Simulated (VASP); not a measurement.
# AlN (Cmc2_1) in VASP: single point with PBE

Aim: the single point of AlN with PBE.

All numbers are computed with VASP 6.6.1; they aren't measurements. Logs are shortened: lines on timing, memory, paths and dates and some standing lists are left out, and cuts for length are marked.

## (1) The cell of the first run

It takes space group Cmc2_1 (No. 36, orthorhombic). Conventional cell: a = 3.113 Å, b = 5.392 Å, c = 4.981 Å, α = 90.00°, β = 90.00°, γ = 90.00°. Within 2.5 Å of N (site symmetry m) lie 4 Al at 1.89 to 1.90 Å. Al (site symmetry m) has 4 N at 1.89 to 1.90 Å within 2.5 Å.

## (2) Single point, PBE

File INCAR:

```
  ALGO = Normal
  EDIFF = 1E-6
  ENCUT = 520
  GGA = PE
  ISIF = 2
  ISMEAR = 0
  LASPH = True
  LCHARG = True
  LELF = True
  LREAL = Auto
  LVHAR = True
  LWAVE = False
  NBANDS = 246
  NELM = 100
  PREC = Accurate
  SIGMA = 0.01
```

File KPOINTS:

```
k-points
0
Gamma
  1 1 1
```

File POSCAR:

```
AlN
1.0
    9.3390000000      0.0000000000      0.0000000000
    0.0000000000     10.7837483300      0.0000000000
    0.0000000000      0.0000000000      9.9620000000
N Al
48 48
Direct
    0.0000000000     -0.0003281611      0.1910969642
    0.0000000000      0.1669948278      0.4410969642
    0.0000000000      0.1669948278      0.9410969642
    0.1666666667      0.9169948278      0.4410969642
    0.1666666667      0.9169948278      0.9410969642
    0.8333333333      0.9169948278      0.4410969642
    0.8333333333      0.9169948278      0.9410969642
    0.3333333333     -0.0003281611      0.1910969642
    0.6666666667     -0.0003281611      0.1910969642
    0.1666666667      0.2496718389      0.1910969642
    0.1666666667      0.7496718389      0.1910969642
    0.8333333333      0.2496718389      0.1910969642
    0.8333333333      0.7496718389      0.1910969642
    0.0000000000      0.6669948278      0.4410969642
    0.0000000000      0.6669948278      0.9410969642
    0.3333333333      0.1669948278      0.4410969642
    0.3333333333      0.1669948278      0.9410969642
    0.6666666667      0.1669948278      0.4410969642
    0.6666666667      0.1669948278      0.9410969642
    0.0000000000     -0.0003281611      0.6910969642
    0.3333333333      0.6669948278      0.4410969642
    0.3333333333      0.6669948278      0.9410969642
    0.6666666667      0.6669948278      0.4410969642
    0.6666666667      0.6669948278      0.9410969642
    0.1666666667      0.4169948278      0.4410969642
    0.1666666667      0.4169948278      0.9410969642
    0.5000000000      0.9169948278      0.4410969642
    0.5000000000      0.9169948278      0.9410969642
    0.8333333333      0.4169948278      0.4410969642
    0.8333333333      0.4169948278      0.9410969642
    0.0000000000      0.4996718389      0.1910969642
    0.5000000000      0.2496718389      0.1910969642
    0.5000000000      0.7496718389      0.1910969642
    0.3333333333     -0.0003281611      0.6910969642
    0.6666666667     -0.0003281611      0.6910969642
    0.1666666667      0.2496718389      0.6910969642
    0.1666666667      0.7496718389      0.6910969642
    0.8333333333      0.2496718389      0.6910969642
    0.8333333333      0.7496718389      0.6910969642
    0.3333333333      0.4996718389      0.1910969642
    0.6666666667      0.4996718389      0.1910969642
    0.5000000000      0.4169948278      0.4410969642
    0.5000000000      0.4169948278      0.9410969642
    0.0000000000      0.4996718389      0.6910969642
    0.5000000000      0.2496718389      0.6910969642
    0.5000000000      0.7496718389      0.6910969642
    0.3333333333      0.4996718389      0.6910969642
    0.6666666667      0.4996718389      0.6910969642
    0.0000000000      0.1665955315      0.2499030358
    0.1666666667      0.9165955315      0.2499030358
    0.8333333333      0.9165955315      0.2499030358
    0.0000000000      0.0000711352     -0.0000969642
    0.0000000000      0.0000711352      0.4999030358
    0.0000000000      0.6665955315      0.2499030358
    0.3333333333      0.1665955315      0.2499030358
    0.6666666667      0.1665955315      0.2499030358
    0.3333333333      0.0000711352     -0.0000969642
    0.6666666667      0.0000711352     -0.0000969642
    0.1666666667      0.2500711352     -0.0000969642
    0.1666666667      0.7500711352     -0.0000969642
    0.8333333333      0.2500711352     -0.0000969642
    0.8333333333      0.7500711352     -0.0000969642
    0.3333333333      0.0000711352      0.4999030358
    0.6666666667      0.0000711352      0.4999030358
    0.1666666667      0.2500711352      0.4999030358
    0.1666666667      0.7500711352      0.4999030358
    0.8333333333      0.2500711352      0.4999030358
    0.8333333333      0.7500711352      0.4999030358
    0.0000000000      0.1665955315      0.7499030358
    0.1666666667      0.9165955315      0.7499030358
    0.8333333333      0.9165955315      0.7499030358
    0.3333333333      0.6665955315      0.2499030358
    0.6666666667      0.6665955315      0.2499030358
    0.1666666667      0.4165955315      0.2499030358
    0.5000000000      0.9165955315      0.2499030358
    0.8333333333      0.4165955315      0.2499030358
    0.0000000000      0.6665955315      0.7499030358
    0.3333333333      0.1665955315      0.7499030358
    0.6666666667      0.1665955315      0.7499030358
    0.0000000000      0.5000711352     -0.0000969642
    0.5000000000      0.2500711352     -0.0000969642
    0.5000000000      0.7500711352     -0.0000969642
    0.0000000000      0.5000711352      0.4999030358
    0.5000000000      0.2500711352      0.4999030358
    0.5000000000      0.7500711352      0.4999030358
    0.3333333333      0.6665955315      0.7499030358
    0.6666666667      0.6665955315      0.7499030358
    0.1666666667      0.4165955315      0.7499030358
    0.5000000000      0.9165955315      0.7499030358
    0.8333333333      0.4165955315      0.7499030358
    0.5000000000      0.4165955315      0.2499030358
    0.3333333333      0.5000711352     -0.0000969642
    0.6666666667      0.5000711352     -0.0000969642
    0.3333333333      0.5000711352      0.4999030358
    0.6666666667      0.5000711352      0.4999030358
    0.5000000000      0.4165955315      0.7499030358
```

Potentials or basis: VASP PAW PBE potentials, release 64 (N, Al).

Command:

```console
$ cat potpaw_PBE.64/N/POTCAR potpaw_PBE.64/Al/POTCAR > POTCAR
$ mpirun -np 1 vasp_gam > vasp.out
```

OUTCAR:

```text
EDIFF = 1E-6
   ENCUT = 520
   GGA = PE
   ISIF = 2
   ISMEAR = 0
   LASPH = True
   LREAL = Auto
   NELM = 100
   PREC = Accurate

 ion  position               nearest neighbor table
   1  0.000  1.000  0.191-  50 1.89  51 1.89  49 1.89  52 1.90
   2  0.000  0.167  0.441-  65 1.89  67 1.89  53 1.89  49 1.90
   3  0.000  0.167  0.941-  59 1.89  61 1.89  52 1.89  69 1.90
   4  0.167  0.917  0.441-  63 1.89  53 1.89  66 1.89  50 1.90
   5  0.167  0.917  0.941-  57 1.89  52 1.89  60 1.89  70 1.90
   6  0.833  0.917  0.441-  64 1.89  53 1.89  68 1.89  51 1.90
[... 124 lines left out ...]
  90  0.833  0.417  0.750-  48 1.89  44 1.89  38 1.89  30 1.90  61 3.07  67 3.07  93 3.07  95 3.07
                            80 3.07  83 3.07  96 3.11  87 3.11  79 3.11  77 3.11  69 3.11  88 3.11
  91  0.500  0.417  0.250-  40 1.89  41 1.89  32 1.89  42 1.90  81 3.07  84 3.07  92 3.07  93 3.07
                            94 3.07  95 3.07  74 3.11  76 3.11  55 3.11  56 3.11  72 3.11  73 3.11
  92  0.333  0.500  1.000-  26 1.89  43 1.89  22 1.89  40 1.90  72 3.07  86 3.07  74 3.07  88 3.07
                            91 3.07  96 3.07  80 3.11  60 3.11  59 3.11  81 3.11  82 3.11  93 3.11
  93  0.667  0.500  1.000-  30 1.89  43 1.89  24 1.89  41 1.90  73 3.07  87 3.07  76 3.07  90 3.07
                            91 3.07  96 3.07  80 3.11  62 3.11  61 3.11  81 3.11  82 3.11  92 3.11
  94  0.333  0.500  0.500-  25 1.89  42 1.89  21 1.89  47 1.90  72 3.07  86 3.07  74 3.07  88 3.07
                            91 3.07  96 3.07  83 3.11  66 3.11  65 3.11  84 3.11  85 3.11  95 3.11
  95  0.667  0.500  0.500-  29 1.89  42 1.89  23 1.89  48 1.90  73 3.07  87 3.07  76 3.07  90 3.07
                            91 3.07  96 3.07  83 3.11  68 3.11  67 3.11  84 3.11  85 3.11  94 3.11
  96  0.500  0.417  0.750-  47 1.89  48 1.89  45 1.89  43 1.90  81 3.07  84 3.07  92 3.07  93 3.07
                            94 3.07  95 3.07  88 3.11  90 3.11  86 3.11  87 3.11  78 3.11  79 3.11

  LATTYP: Found a simple orthorhombic cell.
 ALAT       =     9.3390000000
 B/A-ratio  =     1.0667094978
 C/A-ratio  =     1.1547005386

  Lattice vectors:

 A1 = (  -9.3390000000,   0.0000000000,   0.0000000000)
 A2 = (   0.0000000000,   0.0000000000,   9.9620000000)
 A3 = (   0.0000000000,  10.7837483300,   0.0000000000)

Analysis of symmetry for initial positions (statically):
=====================================================================
 Subroutine PRICEL returns following result:

  LATTYP: Found a hexagonal cell.
 ALAT       =     3.1130000006
 C/A-ratio  =     1.6000642464

  Lattice vectors:

 A1 = (  -3.1130000006,  -0.0000000000,   0.0000000000)
 A2 = (   1.5565000003,  -2.6959370825,   0.0000000000)
 A3 = (   0.0000000000,   0.0000000000,   4.9810000000)

  24 primitive cells build up your supercell.

 Routine SETGRP: Setting up the symmetry group for a
 simple orthorhombic supercell.

 Subroutine GETGRP returns: Found  4 space group operations
 (whereof  2 operations were pure point group operations)
 out of a pool of  8 trial point group operations.

The static configuration has the point symmetry C_1h.
 The point group associated with its full space group is C_2v.

Analysis of symmetry for dynamics (positions and initial velocities):
=====================================================================
[... 84 lines left out ...]
   k-points           NKPTS =      1   k-points in BZ     NKDIM =      1   number of bands    NBANDS=    246
   number of dos      NEDOS =    301   number of ions     NIONS =     96
   total plane-waves  NPLWV = 448000
   dimension x,y,z NGX =    70 NGY =   80 NGZ =   80
   dimension x,y,z NGXF=   140 NGYF=  160 NGZF=  160
   ions per type =              48  48
   NGX,Y,Z   is equivalent  to a cutoff of  12.46, 12.33, 13.35 a.u.
   NGXF,Y,Z  is equivalent  to a cutoff of  24.92, 24.67, 26.70 a.u.
 SYSTEM =  unknown system
   PREC   = accura    normal or accurate (medium, high low for compatibility)
   ISTART =      0    job   : 0-new  1-cont  2-samecut
   ICHARG =      2    charge: 1-file 2-atom 10-const
   ISPIN  =      1    spin polarized calculation?
   LNONCOLLINEAR =      F non collinear calculations
   LSORBIT =      F    spin-orbit coupling
   LASPH  =      T    aspherical Exc in radial PAW
   ENCUT  =  520.0 eV  38.22 Ry    6.18 a.u.  17.36 20.05 18.52*2*pi/ulx,y,z
   NELM   =    100;   NELMIN=  2; NELMDL= -5     # of ELM steps
   EDIFF  = 0.1E-05   stopping-criterion for ELM
   LREAL  =      T    real-space projection
   EDIFFG = 0.1E-04   stopping-criterion for IOM
   NSW    =      0    number of steps for IOM
   IBRION =     -1    ionic relax: 0-MD 1-quasi-New 2-CG
   NFREE  =      0    steps in history (QN), initial steepest desc. (CG)
   ISIF   =      2    stress and relaxation
   ISYM   =      2    0-nonsym 1-usesym 2-fastsym
   POTIM  = 0.5000    time-step for ionic-motion
   TEBEG  =    0.0;   TEEND  =   0.0 temperature during run
   PSTRESS=    0.0 pullay stress
   NELECT =     384.0000    total number of electrons
   NUPDOWN=      -1.0000    fix difference up-down
   EMIN   =  10.00;   EMAX   =-10.00  energy-range for DOS
   EFERMI =   0.00;   METHOD = LEGACY
   ISMEAR =     0;   SIGMA  =   0.01  broadening in eV -4-tet -1-fermi 0-gaus
   EFERMI_NEDOS =   21; number of points for ismear=-14 and -15
   IALGO  =     38    algorithm
   IMIX   =      4    mixing-type and parameters
     AMIX     =   0.40;   BMIX     =  1.00
     AMIX_MAG =   1.60;   BMIX_MAG =  1.00
  volume/ion in A,a.u.               =      10.45        70.52
  Fermi-wavevector in a.u.,A,eV,Ry     =   1.188629  2.246183 19.222843  1.412839
  Thomas-Fermi vector in A             =   2.324754
   LORBIT       =      0    0 simple, 1 ext, 2 COOP (PROOUT), +10 PAW based schemes
   GGA     = PE    functional components
   LHFCALC =     F    Hartree Fock is set to
   AEXX    =    0.0000 exact exchange contribution
   IVDW    =     0    specifies the selected vdW correction
   LEPSILON=     F    determine dielectric tensor
   LRPA    =     F    only Hartree local field effects (RPA)
 non-spin polarized calculation
 Gauss-broadening in eV      SIGMA  =   0.01
  energy-cutoff  :      520.00
  volume of cell :     1003.27
 maximum number of plane-waves:     13534
 NGX is ok and might be reduce to    70
   NGX = 35   NGY = 41   NGZ = 37

 number of electron     383.9999971 magnetization

 Free energy of the ion-electron system (eV)
  ---------------------------------------------------
  ext. energy  EPLUGINS =         0.00000000
  ---------------------------------------------------
  free energy    TOTEN  =      -712.95788277 eV

  energy without entropy =     -712.95788277  energy(sigma->0) =     -712.95788277

 E-fermi :   6.2722     XC(G=0): -10.9019

 val. band max:        6.1789958077   @ k =   0.0000   0.0000   0.0000
 cond. band min:      10.3606816068   @ k =   0.0000   0.0000   0.0000
 fundamental gap:      4.1816857992
 Fermi energy:         6.2721816428

 k-point     1 :       0.0000    0.0000    0.0000
  band No.  band energies     occupation
      1      -9.0225      2.00000
      2      -8.2747      2.00000
      3      -8.2747      2.00000
      4      -8.1335      2.00000
      5      -8.1335      2.00000
      6      -8.0483      2.00000
[... 196 lines left out ...]
    203      12.0317      0.00000
    204      12.0317      0.00000
 [bands above 204 left out]

------------------------ aborting loop because EDIFF is reached ----------------------------------------

  FORCE on cell =-STRESS in cart. coord.  units (eV):
  Direction    XX          YY          ZZ          XY          YZ          ZX
  --------------------------------------------------------------------------------------
  -------------------------------------------------------------------------------------
  Total       28.1146891     16.4138045     18.1530364      0.0000000      0.0000000      0.0000000
  in kB       44.8980223     26.2121825     28.9896655      0.0000000      0.0000000      0.0000000
  external PRESSURE =      33.3666234 kB  Pullay stress =       0.0000000 kB

 VOLUME and BASIS-vectors are now :
 -----------------------------------------------------------------------------
  energy-cutoff  :      520.00
  volume of cell :     1003.27
      direct lattice vectors                 reciprocal lattice vectors
     9.339000000  0.000000000  0.000000000     0.107077846  0.000000000  0.000000000
     0.000000000 10.783748330  0.000000000     0.000000000  0.092732134  0.000000000
     0.000000000  0.000000000  9.962000000     0.000000000  0.000000000  0.100381450

 POSITION                                       TOTAL-FORCE (eV/Angst)
 -----------------------------------------------------------------------------------
      0.00000     10.78021      1.90371        -0.000000      0.000817      0.001477
      0.00000      1.80083      4.39421         0.000000     -0.000817      0.001477
      0.00000      1.80083      9.37521        -0.000000     -0.000817      0.001477
      1.55650      9.88864      4.39421        -0.000000     -0.000817      0.001477
      1.55650      9.88864      9.37521        -0.000000     -0.000817      0.001477
      7.78250      9.88864      4.39421         0.000000     -0.000817      0.001477
[... 88 lines left out ...]
      6.22600      5.39264      4.98003        -0.000000      0.001108     -0.001477
      4.66950      4.49246      7.47053        -0.000000     -0.001108     -0.001477
 -----------------------------------------------------------------------------------
    total drift:                                0.000000     -0.000187      0.019743

  FREE ENERGIE OF THE ION-ELECTRON SYSTEM (eV)
  ---------------------------------------------------
  free  energy   TOTEN  =      -712.9578827698 eV

  energy  without entropy=     -712.9578827698  energy(sigma->0) =     -712.95788277
```

Wall time 13 min (1 thread of Intel Xeon 8259CL, shared host); peak memory 0.88 GiB.

Results:

```yaml
Free_energy: -712.9579 eV
Pressure: 3.3 GPa
Band_gap_on_the_k_mesh: 4.18 eV
```

Caveat: the k points lie up to 0.67 Å⁻¹ apart; an odd mesh through Γ misses points on the zone boundary, where band edges can lie.
